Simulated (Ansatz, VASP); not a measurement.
**One calculation of C, two programs**

```xyz
2
Lattice="0.0000 1.7800 1.7800 1.7800 0.0000 1.7800 1.7800 1.7800 0.0000" Properties=species:S:1:pos:R:3 pbc="T T T"
C     0.0000    0.0000    0.0000
C     0.8900    0.8900    0.8900
```

Alike in both runs: task single point; functional LDA; k mesh 8 × 8 × 8; occupations gaussian, width 0.1 eV; no spin polarisation.

```csv
,VASP,Ansatz
version,VASP 6.6.1,Ansatz 0.2.0
potentials or method,"VASP PAW LDA potentials, release 64 (C), cutoff 600 eV","scalar-relativistic, plane waves, PAW"
valence electrons in the cell,8,8
```

```csv
,VASP,Ansatz,Ansatz less VASP
gap on the k mesh at the Fermi level (eV),4.11,4.12,+0.008
least direct gap on the mesh (eV),5.56,5.56,-0.003
pressure (GPa),-9.9,-10.8,-0.85
```

Ansatz warns that its potentials were made for another functional, while VASP's fit it. LDA's correlation is that of Perdew and Zunger in VASP and of Perdew and Wang (1992) in Ansatz.
